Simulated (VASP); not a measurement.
# MoH6 (Cmmm) in VASP: a series of runs

The runs below take MoH6 through relaxation of cell and atoms, single point, with PBE.

All numbers are computed with VASP 6.6.1; they aren't measurements. Logs are shortened: lines on timing, memory, paths and dates and some standing lists are left out, and cuts for length are marked.

### 1 The cell of the first run

Symmetry: Cmmm, No. 65, orthorhombic system. Conventional cell: a = 3.370 Å, b = 5.508 Å, c = 6.771 Å, α = 90.00°, β = 90.00°, γ = 90.00°. H (site symmetry m) has 1 H at 0.84 Å within 1.1 Å. Within 2.4 Å of H (site symmetry m2m) lie 7 H at 1.76 to 2.37 Å and 3 Mo at 1.87 to 1.90 Å. Mo (site symmetry mmm) has 10 H at 1.86 to 1.90 Å within 2.5 Å.

The cell was generated, and may not be a known phase.

### 2 Relaxation of cell and atoms, PBE

File INCAR:

```
SYSTEM = MoH6
  PREC = Accurate
  ENCUT = 600
  EDIFF = 1E-7
  ISMEAR = 0
  SIGMA = 0.1
  LREAL = .FALSE.
  LASPH = .TRUE.
  NELM = 60
  ALGO = Normal
  ISIF = 3
  LWAVE = .FALSE.
  LCHARG = .FALSE.
  GGA = PE
  IBRION = 2
  NSW = 100
  EDIFFG = -0.01
```

File KPOINTS:

```
Automatic mesh
0
G
  10 10 6
  0 0 0
```

File POSCAR:

```
MoH6
1.0
    1.6848448235     -2.7537519856      0.0000000000
    1.6848448235      2.7537519856      0.0000000000
    0.0000000000      0.0000000000      6.7713174728
H Mo
6 1
Direct
    0.3750762485      0.3750762485      0.7331154097
    0.3750762485      0.3750762485      0.2668845903
    0.8401401400      0.1598598600      0.0000000000
    0.1598598600      0.8401401400      0.0000000000
    0.6249237515      0.6249237515      0.7331154097
    0.6249237515      0.6249237515      0.2668845903
    0.5000000000      0.5000000000      0.0000000000
```

Potentials or basis: VASP PAW PBE potentials, release 64 (H, Mo_sv).

On the command line:

```console
$ cat potpaw_PBE.64/H/POTCAR potpaw_PBE.64/Mo_sv/POTCAR > POTCAR
$ mpirun -np 1 vasp_std > vasp.out
```

OUTCAR:

```text
SYSTEM = MoH6
   PREC = Accurate
   ENCUT = 600
   EDIFF = 1E-7
   ISMEAR = 0
   LREAL = .FALSE.
   LASPH = .TRUE.
   NELM = 60
   ISIF = 3
   GGA = PE
   IBRION = 2
   NSW = 100
   EDIFFG = -0.01

 ion  position               nearest neighbor table
   1  0.375  0.375  0.733-   5 0.84   7 1.86
   2  0.375  0.375  0.267-   6 0.84   7 1.86
   3  0.840  0.160  0.000-   7 1.87   7 1.90   7 1.90
   4  0.160  0.840  0.000-   7 1.87   7 1.90   7 1.90
   5  0.625  0.625  0.733-   1 0.84   7 1.86
   6  0.625  0.625  0.267-   2 0.84   7 1.86
   7  0.500  0.500  0.000-   1 1.86   2 1.86   5 1.86   6 1.86   3 1.87   4 1.87   4 1.90   3 1.90
                             4 1.90   3 1.90

  LATTYP: Found a base centered orthorhombic cell.
 ALAT       =     3.3696896470
 B/A-ratio  =     1.6344246943
 C/A-ratio  =     2.0094780773

  Lattice vectors:

 A1 = (   1.6848448235,  -2.7537519856,   0.0000000000)
 A2 = (   1.6848448235,   2.7537519856,   0.0000000000)
 A3 = (   0.0000000000,   0.0000000000,   6.7713174728)

Analysis of symmetry for initial positions (statically):
=====================================================================
 Subroutine PRICEL returns:
 Original cell was already a primitive cell.

 Routine SETGRP: Setting up the symmetry group for a
 base centered orthorhombic supercell.

 Subroutine GETGRP returns: Found  8 space group operations
 (whereof  8 operations were pure point group operations)
 out of a pool of  8 trial point group operations.

The static configuration has the point symmetry D_2h.

Analysis of symmetry for dynamics (positions and initial velocities):
=====================================================================
 Subroutine PRICEL returns:
 Original cell was already a primitive cell.

 Routine SETGRP: Setting up the symmetry group for a
 base centered orthorhombic supercell.

 Subroutine GETGRP returns: Found  8 space group operations
 (whereof  8 operations were pure point group operations)
 out of a pool of  8 trial point group operations.

The dynamic configuration has the point symmetry D_2h.

 Subroutine INISYM returns: Found  8 space group operations
 (whereof  8 operations are pure point group operations),
 and found     1 'primitive' translations

----------------------------------------------------------------------------------------

                                     Primitive cell

  volume of cell :      62.8330

  direct lattice vectors                    reciprocal lattice vectors
     1.684844823 -2.753751986  0.000000000     0.296763235 -0.181570455  0.000000000
     1.684844823  2.753751986  0.000000000     0.296763235  0.181570455  0.000000000
     0.000000000  0.000000000  6.771317473     0.000000000  0.000000000  0.147681748

  length of vectors
     3.228289342  3.228289342  6.771317473     0.347902641  0.347902641  0.147681748

  position of ions in fractional coordinates (direct lattice)
     0.375076249  0.375076249  0.733115410
     0.375076249  0.375076249  0.266884590
     0.840140140  0.159859860  0.000000000
     0.159859860  0.840140140  0.000000000
     0.624923751  0.624923751  0.733115410
     0.624923751  0.624923751  0.266884590
     0.500000000  0.500000000  0.000000000

  ion indices of the primitive-cell ions
   primitive index   ion index
                 1           1
                 2           2
                 3           3
                 4           4
                 5           5
                 6           6
                 7           7

----------------------------------------------------------------------------------------

 KPOINTS: Automatic mesh

Automatic generation of k-mesh.
 Grid dimensions read from file:
 generate k-points for:   10   10    6

 Generating k-lattice:

  Cartesian coordinates                     Fractional coordinates (reciprocal lattice)
     0.029676323 -0.018157045  0.000000000     0.100000000  0.000000000  0.000000000
     0.029676323  0.018157045  0.000000000     0.000000000  0.100000000  0.000000000
     0.000000000  0.000000000  0.024613625     0.000000000  0.000000000  0.166666667

  Length of vectors
     0.034790264  0.034790264  0.024613625

  Shift w.r.t. Gamma in fractional coordinates (k-lattice)
     0.000000000  0.000000000  0.000000000

 Subroutine IBZKPT returns following result:
 ===========================================

 Found    124 irreducible k-points:

 Following reciprocal coordinates:
            Coordinates               Weight
  0.000000  0.000000  0.000000      1.000000
  0.100000  0.000000  0.000000      4.000000
  0.200000  0.000000  0.000000      4.000000
  0.300000  0.000000  0.000000      4.000000
  0.400000  0.000000  0.000000      4.000000
  0.500000 -0.000000  0.000000      2.000000
[... 16 lines left out ...]
  0.300000  0.300000  0.000000      2.000000
  0.400000  0.300000  0.000000      4.000000
 [... further k-points ...]
   k-points           NKPTS =    124   k-points in BZ     NKDIM =    124   number of bands    NBANDS=     14
   number of dos      NEDOS =    301   number of ions     NIONS =      7
   total plane-waves  NPLWV =  42336
   dimension x,y,z NGX =    28 NGY =   28 NGZ =   54
   dimension x,y,z NGXF=    56 NGYF=   56 NGZF=  108
   ions per type =               6   1
   NGX,Y,Z   is equivalent  to a cutoff of  14.42, 14.42, 13.26 a.u.
   NGXF,Y,Z  is equivalent  to a cutoff of  28.84, 28.84, 26.52 a.u.
 SYSTEM =  MoH6
   PREC   = accura    normal or accurate (medium, high low for compatibility)
   ISTART =      0    job   : 0-new  1-cont  2-samecut
   ICHARG =      2    charge: 1-file 2-atom 10-const
   ISPIN  =      1    spin polarized calculation?
   LNONCOLLINEAR =      F non collinear calculations
   LSORBIT =      F    spin-orbit coupling
   LASPH  =      T    aspherical Exc in radial PAW
   ENCUT  =  600.0 eV  44.10 Ry    6.64 a.u.   6.45  6.45 13.52*2*pi/ulx,y,z
   NELM   =     60;   NELMIN=  2; NELMDL= -5     # of ELM steps
   EDIFF  = 0.1E-06   stopping-criterion for ELM
   LREAL  =      F    real-space projection
   EDIFFG = -.1E-01   stopping-criterion for IOM
   NSW    =    100    number of steps for IOM
   IBRION =      2    ionic relax: 0-MD 1-quasi-New 2-CG
   NFREE  =      1    steps in history (QN), initial steepest desc. (CG)
   ISIF   =      3    stress and relaxation
   ISYM   =      2    0-nonsym 1-usesym 2-fastsym
   POTIM  = 0.5000    time-step for ionic-motion
   TEBEG  =    0.0;   TEEND  =   0.0 temperature during run
   PSTRESS=    0.0 pullay stress
   NELECT =      20.0000    total number of electrons
   NUPDOWN=      -1.0000    fix difference up-down
   EMIN   =  10.00;   EMAX   =-10.00  energy-range for DOS
   EFERMI =   0.00;   METHOD = LEGACY
   ISMEAR =     0;   SIGMA  =   0.10  broadening in eV -4-tet -1-fermi 0-gaus
   EFERMI_NEDOS =   21; number of points for ismear=-14 and -15
   IALGO  =     38    algorithm
   IMIX   =      4    mixing-type and parameters
     AMIX     =   0.40;   BMIX     =  1.00
     AMIX_MAG =   1.60;   BMIX_MAG =  1.00
  volume/ion in A,a.u.               =       8.98        60.57
  Fermi-wavevector in a.u.,A,eV,Ry     =   1.117778  2.112294 16.999493  1.249427
  Thomas-Fermi vector in A             =   2.254404
   LORBIT       =      0    0 simple, 1 ext, 2 COOP (PROOUT), +10 PAW based schemes
   GGA     = PE    functional components
   LHFCALC =     F    Hartree Fock is set to
   AEXX    =    0.0000 exact exchange contribution
   IVDW    =     0    specifies the selected vdW correction
   LEPSILON=     F    determine dielectric tensor
   LRPA    =     F    only Hartree local field effects (RPA)
 conjugate gradient relaxation of ions
 non-spin polarized calculation
 Gauss-broadening in eV      SIGMA  =   0.10
  energy-cutoff  :      600.00
  volume of cell :       62.83
 maximum number of plane-waves:      2140
 NGX is ok and might be reduce to    28
   NGX = 13   NGY = 13   NGZ = 27

--------------------------------------- Ionic step        1  -------------------------------------------

 number of electron      20.0000004 magnetization

 Free energy of the ion-electron system (eV)
  ---------------------------------------------------
  ext. energy  EPLUGINS =         0.00000000
  ---------------------------------------------------
  free energy    TOTEN  =       -29.71191441 eV

  energy without entropy =      -29.70119560  energy(sigma->0) =      -29.70655501

------------------------ aborting loop because EDIFF is reached ----------------------------------------

  FORCE on cell =-STRESS in cart. coord.  units (eV):
  Direction    XX          YY          ZZ          XY          YZ          ZX
  --------------------------------------------------------------------------------------
  -------------------------------------------------------------------------------------
  Total       -0.2130508      0.4540224     -0.3857073     -0.0000000      0.0000000      0.0000000
  in kB       -5.4325763     11.5771049     -9.8351397     -0.0000000      0.0000000      0.0000000
  external PRESSURE =      -1.2302037 kB  Pullay stress =       0.0000000 kB
[... 313 lines left out ...]
  energy  without entropy=      -29.7070922908  energy(sigma->0) =      -29.71253838

--------------------------------------- Ionic step        9  -------------------------------------------

 number of electron      20.0000004 magnetization

 Free energy of the ion-electron system (eV)
  ---------------------------------------------------
  ext. energy  EPLUGINS =         0.00000000
  ---------------------------------------------------
  free energy    TOTEN  =       -29.71799931 eV

  energy without entropy =      -29.70710600  energy(sigma->0) =      -29.71255266

 E-fermi :   2.4562     XC(G=0):  -8.0788

 val. band max:        2.4466738043   @ k =   0.5000  -0.0000   0.0000
 cond. band min:       2.4881718860   @ k =   0.4000   0.0000   0.5000
 fundamental gap:      0.0414980817
 Fermi energy:         2.4562307614

 k-point     1 :       0.0000    0.0000    0.0000
  band No.  band energies     occupation
      1     -58.4497      2.00000
      2     -32.6261      2.00000
      3     -32.5165      2.00000
      4     -32.4522      2.00000
      5      -8.1737      2.00000
      6      -6.3780      2.00000
      7      -6.0106      2.00000
      8       0.8517      2.00000
      9       1.1870      2.00000
     10       2.3362      1.91027
     11       3.1175      0.00000
     12       3.2527      0.00000
     13       3.8778      0.00000
     14       7.5907      0.00000
[... 375 lines left out ...]
 k-point    24 :       0.4000    0.3000    0.0000
  band No.  band energies     occupation
      1     -58.4170      2.00000
      2     -32.7681      2.00000
      3     -32.6338      2.00000
      4     -32.5872      2.00000
      5      -6.5171      2.00000
      6      -4.8026      2.00000
      7      -3.6983      2.00000
      8      -3.1403      2.00000
      9       0.2172      2.00000
     10       1.0194      2.00000
     11       4.1627      0.00000
     12       4.5539      0.00000
     13       5.8722      0.00000
     14       7.2959      0.00000

 [... further k-points ...]

------------------------ aborting loop because EDIFF is reached ----------------------------------------

  FORCE on cell =-STRESS in cart. coord.  units (eV):
  Direction    XX          YY          ZZ          XY          YZ          ZX
  --------------------------------------------------------------------------------------
  -------------------------------------------------------------------------------------
  Total        0.0050087     -0.0106294     -0.0202637      0.0000000      0.0000000      0.0000000
  in kB        0.1279675     -0.2715696     -0.5177175      0.0000000      0.0000000      0.0000000
  external PRESSURE =      -0.2204399 kB  Pullay stress =       0.0000000 kB
[... 22 lines left out ...]
  FREE ENERGIE OF THE ION-ELECTRON SYSTEM (eV)
  ---------------------------------------------------
  free  energy   TOTEN  =       -29.7179993139 eV

  energy  without entropy=      -29.7071059967  energy(sigma->0) =      -29.71255266

 reached required accuracy - stopping structural energy minimisation
```

Wall time 4.8 min (1 thread of Intel Xeon 6975P-C (Granite Rapids), shared host); peak memory 0.3 GiB.

What came out:

```
Free energy                           : -29.7180 eV
Relaxed volume                        : 8.96 Å³/atom
Relaxed cell                          : a = 3.250 Å, b = 3.250 Å, c = 6.739 Å, α = 90.00°, β = 90.00°, γ = 118.20°
Space group after relaxing (to 0.1 Å) : Cmmm (No. 65)
Energy gained by relaxing             : 0.9 meV/atom
Ionic steps                           : 9
Pressure after relaxing               : 0.0 GPa
Largest force after relaxing          : 0.006 eV/Å
Band gap on the k mesh                : zero (bands 10 and 11 overlap by 0.53 eV)
```

Forces on the atoms (eV/Å):
```
H    0.000  0.000 -0.002
H    0.000  0.000  0.002
H    0.000  0.006  0.000
H    0.000 -0.006  0.000
H    0.000  0.000 -0.002
H    0.000  0.000  0.002
Mo   0.000  0.000  0.000
```

The path:
| step | energy change (eV) | largest force (eV/Å) | pressure (GPa) | volume (Å³) |
| --- | --- | --- | --- | --- |
| 1 | 0.0000 | 0.0711 | -0.12 | 62.83 |
| 2 | -0.0029 | 0.0381 | -0.09 | 62.77 |
| 3 | -0.0041 | 0.0569 | -0.02 | 62.69 |
| 4 | -0.0052 | 0.0472 | 0.17 | 62.65 |
| 5 | -0.0053 | 0.0710 | 0.24 | 62.63 |
| 6 | -0.0060 | 0.0248 | 0.06 | 62.69 |
| 7 | -0.0061 | 0.0111 | -0.04 | 62.73 |
| 8 | -0.0061 | 0.0118 | -0.04 | 62.72 |
| 9 | -0.0061 | 0.0059 | -0.02 | 62.71 |

Final structure:
```yaml
crystal:
  lattice:
    - [1.66875, -2.78831, 0.00000]
    - [1.66875, 2.78831, 0.00000]
    - [0.00000, 0.00000, 6.73866]
  atoms:
    - { symbol: H, position: [0.37307, 0.37307, 0.73352] }
    - { symbol: H, position: [0.37307, 0.37307, 0.26648] }
    - { symbol: H, position: [0.83760, 0.16240, 0.00000] }
    - { symbol: H, position: [0.16240, 0.83760, 0.00000] }
    - { symbol: H, position: [0.62693, 0.62693, 0.73352] }
    - { symbol: H, position: [0.62693, 0.62693, 0.26648] }
    - { symbol: Mo, position: [0.50000, 0.50000, 0.00000] }
```

### 3 Single point, PBE, collinear spin

File INCAR:

```
  ALGO = Normal
  EDIFF = 1E-6
  ENCUT = 520
  GGA = PE
  ISIF = 2
  ISMEAR = 0
  ISPIN = 2
  LASPH = True
  LCHARG = True
  LELF = True
  LMAXMIX = 4
  LORBIT = 11
  LREAL = False
  LVHAR = True
  LWAVE = False
  MAGMOM = 0 0 0 0 0 0 1
  NBANDS = 23
  NELM = 150
  PREC = Accurate
  SIGMA = 0.1
```

File KPOINTS:

```
k-points
0
Gamma
  6 6 4
```

POSCAR is that of step 2.

Potentials or basis: VASP PAW PBE potentials, release 64 (H, Mo_sv).

On the command line:

```console
$ cat potpaw_PBE.64/H/POTCAR potpaw_PBE.64/Mo_sv/POTCAR > POTCAR
$ mpirun -np 1 vasp_std > vasp.out
```

It took 1.7 min on 1 thread of Oxide Virtual Turin-like, shared host; peak memory 0.2 GiB.

Results (log left out):

* Free energy: -29.6879 eV
* Pressure: -0.1 GPa
* Largest force: 0.076 eV/Å
* Net moment: 0.33 μB per cell
* Site moments: H -0.00; Mo +0.31 μB
* Valence electrons inside the program's atomic spheres: H 0.60, 0.57 (each value once); Mo 12.57

Forces in eV/Å, atoms in the order of the input:
```
H   -0.043  0.000  0.063
H   -0.043  0.000 -0.063
H    0.000  0.023  0.000
H    0.000 -0.023  0.000
H    0.043  0.000  0.063
H    0.043  0.000 -0.063
Mo   0.000  0.000  0.000
```

Stress tensor (GPa, compression positive):
```
-0.57  0.00  0.00
 0.00  1.56  0.00
 0.00  0.00 -1.35
```

Levels at points of the mesh, in eV from the Fermi level:
Spin up:
| k point | band 7 | band 8 | band 9 | band 10 | band 11 | band 12 | band 13 | band 14 |
| --- | --- | --- | --- | --- | --- | --- | --- | --- |
| (0.00, 0.00, 0.00) | -8.55 | -1.93 | -1.38 | -0.24 | 0.48 | 0.72 | 1.31 | 4.98 |
| (0.50, 0.00, 0.00) | -6.81 | -5.56 | -3.13 | -0.16 | 1.05 | 1.77 | 2.01 | 5.21 |
| (0.50, 0.50, 0.00) | -7.31 | -4.74 | -2.41 | -0.93 | 1.36 | 2.02 | 4.01 | 4.73 |
| (0.00, 0.00, 0.50) | -8.84 | -1.93 | -1.38 | -0.25 | 0.48 | 0.72 | 3.28 | 3.62 |
| (0.50, 0.00, 0.50) | -6.81 | -5.54 | -3.20 | -0.17 | 1.06 | 2.32 | 2.80 | 3.60 |
| (0.50, 0.50, 0.50) | -7.30 | -4.73 | -2.45 | -0.94 | 1.36 | 2.38 | 4.94 | 4.99 |
Spin down:
```tsv
k point	band 8	band 9	band 10	band 11	band 12	band 13
(0.00, 0.00, 0.00)	-1.71	-1.17	-0.09	0.70	0.86	1.37
(0.50, 0.00, 0.00)	-5.54	-3.01	0.16	1.28	1.76	2.15
(0.50, 0.50, 0.00)	-4.70	-2.14	-0.79	1.61	2.14	4.02
(0.00, 0.00, 0.50)	-1.71	-1.17	-0.10	0.70	0.86	3.31
(0.50, 0.00, 0.50)	-5.53	-3.09	0.15	1.29	2.48	2.79
(0.50, 0.50, 0.50)	-4.69	-2.18	-0.80	1.61	2.52	5.00
```

Caveat: the k points lie up to 0.36 Å⁻¹ apart; a moment this small can come from the mesh or the smearing.

The gap in the log of VASP goes by the Fermi energy; the results here count the filled bands.